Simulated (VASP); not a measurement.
Input of a VASP 6.6.1 run:

INCAR

```
PREC = Accurate
ENCUT = 520
EDIFF = 1E-6
ISMEAR = -1
SIGMA = 0.0631
LREAL = False
LASPH = True
NELM = 100
ALGO = Normal
ISIF = 2
LWAVE = False
LCHARG = False
GGA = PE
NBANDS = 17
```

KPOINTS

```
regular mesh
0
Gamma
  7 7 7
```

File POSCAR:

```
PbS
1.0
    0.0000000000      2.9789740000      2.9789740000
    2.9789740000      0.0000000000      2.9789740000
    2.9789740000      2.9789740000      0.0000000000
Pb S
1 1
Direct
    0.0000000000      0.0000000000      0.0000000000
    0.5000000000      0.5000000000      0.5000000000
```

Potentials or basis: VASP PAW PBE potentials, release 64 (Pb_d, S).

Command:

```console
$ cat potpaw_PBE.64/Pb_d/POTCAR potpaw_PBE.64/S/POTCAR > POTCAR
$ mpirun -np 1 vasp_std > vasp.out
```

(1) What does it give for the pressure?

## Answers

(1) 1.3 GPa.
